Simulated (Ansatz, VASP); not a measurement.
## Li2Se in VASP and in Ansatz

```xyz
3
Lattice="0.0000 3.0085 3.0085 3.0085 0.0000 3.0085 3.0085 3.0085 0.0000" Properties=species:S:1:pos:R:3 pbc="T T T"
Li    1.5042    1.5042    1.5042
Li    4.5127    4.5127    4.5127
Se    0.0000    0.0000    0.0000
```

Alike in both runs: task single point; functional r2SCAN; k mesh 8 × 8 × 8; occupations gaussian, width 0.05 eV; no spin polarisation.

```csv
,VASP,Ansatz
version,VASP 6.6.1,Ansatz 0.2.0
potentials or method,"VASP PAW PBE potentials, release 64 (Li_sv, Se), cutoff 830 eV","scalar-relativistic, plane waves, PAW"
valence electrons in the cell,12,22
```

VASP gave:

| Item | Value |
| --- | --- |
| gap on the k mesh at the Fermi level (eV) | 3.47 |
| least direct gap on the mesh (eV) | 4.11 |
| pressure (GPa) | -0.7 |

Task: Which values does Ansatz return?

Result: gap on the k mesh at the Fermi level (eV): 3.49; least direct gap on the mesh (eV): 4.03; pressure (GPa): -0.5.

VASP's potentials were made for PBE, not for r2SCAN. VASP's potentials hold 12 valence electrons a cell and Ansatz's 22, so a difference there can come from the potentials and not from the codes.
